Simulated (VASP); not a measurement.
Runs of VASP 6.6.1 on La3Hf. The structure is cubic, space group Pm-3m (No. 221). Conventional cell: a = 5.045 Å, b = 5.045 Å, c = 5.045 Å, α = 90.00°, β = 90.00°, γ = 90.00°. Within 4.7 Å of La (site symmetry 4/mmm) lie 8 La at 3.57 Å and 4 Hf at 3.57 Å. Hf (site symmetry m-3m) has 12 La at 3.57 Å within 4.7 Å. 

```tsv
k mesh	gap on the mesh (eV)	pressure (GPa)
5 × 5 × 5	none	-1.4
2 × 2 × 2	none	1.3
3 × 3 × 3	none	(a)
6 × 6 × 6	none	-1.3
4 × 4 × 4	none	(b)
```

Alike in all rows: task single point; level PBE+D4; potentials or basis VASP PAW PBE potentials, release 64 (La, Hf_pv); no spin polarisation; cell as given; cutoff (eV) 520; smearing fermi-dirac 0.05 eV.

Question: Fill in the values left out.

Answer: (a) -2.1; (b) -1.5.

Caveats: some runs use coarse meshes; spin-orbit coupling is left out, which moves the levels of the heavy elements; pairwise dispersion overbinds metals, which lowers pressure and volume.

A k mesh can miss the band edges, and the runs leave out spin-orbit coupling on Hf, La.

A gap of «none» marks levels without a gap at the run's occupations.
